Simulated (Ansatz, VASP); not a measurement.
# HgTe: VASP beside Ansatz

File INCAR:

```
SYSTEM = HgTe
ALGO = Normal
EDIFF = 1E-6
ENCUT = 520
GGA = PS
ISIF = 2
ISMEAR = -1
IVDW = 13
LASPH = .True.
LCHARG = .True.
LELF = .True.
LREAL = .False.
LVHAR = .True.
LWAVE = .False.
NBANDS = 16
NELM = 60
PREC = Accurate
SIGMA = 0.02
```

Contents of KPOINTS:

```
k-points
0
Gamma
  4 4 4
  0 0 0
```

File POSCAR:

```
HgTe
1.0
    0.0000000000      3.2891972858      3.2891972858
    3.2891972858      0.0000000000      3.2891972858
    3.2891972858      3.2891972858      0.0000000000
Hg Te
1 1
Direct
    0.0000000000      0.0000000000      0.0000000000
    0.2500000000      0.2500000000      0.2500000000
```

Input for Ansatz:

```yaml
crystal:
  lattice:
    - [0.0, 3.2891972858, 3.2891972858]
    - [3.2891972858, 0.0, 3.2891972858]
    - [3.2891972858, 3.2891972858, 0.0]
  atoms:
    - { symbol: Hg, position: [0.0, 0.0, 0.0] }
    - { symbol: Te, position: [0.25, 0.25, 0.25] }
kpoints:
  mp_grid: { grid: [4, 4, 4] }
hamiltonian:
  xc: pbesol
  dispersion: d4
scf:
  occupations: { method: fermi_dirac, width: 0.02 }
  n_extra_bands: 4
output:
  forces: true
  stress: true
  eigenvalues: true
```

Alike in both runs: task single point; functional PBEsol; dispersion D4; k mesh 4 × 4 × 4; occupations fermi-dirac, width 0.02 eV; no spin polarisation.

|  | VASP | Ansatz |
| --- | --- | --- |
| version | VASP 6.6.1 | Ansatz 0.2.0 |
| potentials or method | VASP PAW PBE potentials, release 64 (Hg, Te) | plane waves |
| plane-wave cutoff (eV) | 520 | 420 |
| valence electrons in the cell | 18 | 36 |

Ansatz gave:

- pressure (GPa): -1.8

**Question.** Which values does VASP return?

**Answer.** Pressure (GPa): -1.7.

VASP's potentials were made for PBE, not for PBEsol. VASP's potentials hold 18 valence electrons a cell and Ansatz's 36, so a difference there can come from the potentials and not from the codes.

The k mesh is coarse, so the values compare programs but aren't converged. Spin-orbit coupling is off throughout.
